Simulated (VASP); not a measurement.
Input of a VASP 6.6.1 run:

INCAR

```
PREC = Accurate ; ENCUT = 520
EDIFF = 1E-7 ; ISMEAR = 0
SIGMA = 0.01 ; LREAL = False
LASPH = True ; NELM = 80
ALGO = Normal ; ISIF = 2
LWAVE = False ; LCHARG = False
GGA = PS ; NBANDS = 11
```

The input KPOINTS:

```
regular mesh
0
Gamma
  12 12 12
```

Contents of POSCAR:

```
Si
1.0
    0.0000000000      2.7167311890      2.7167311890
    2.7167311890      0.0000000000      2.7167311890
    2.7167311890      2.7167311890      0.0000000000
Si
2
Direct
    0.5000000000      0.5000000000      0.5000000000
    0.7500000000      0.7500000000      0.7500000000
```

Potentials or basis: VASP PAW PBE potentials, release 64 (Si).

Launch:

```sh
$ cat potpaw_PBE.64/Si/POTCAR > POTCAR
$ mpirun -np 1 vasp_std > vasp.out
```

(1) Estimate the pressure.

(2) What does it give for the band gap on the k mesh?

## Answers

(1) 0.1 GPa.

(2) 0.46 eV, indirect (least direct gap 2.52 eV).

Caveat: the PAW data sets were made with another functional, which shifts forces and pressure a little.
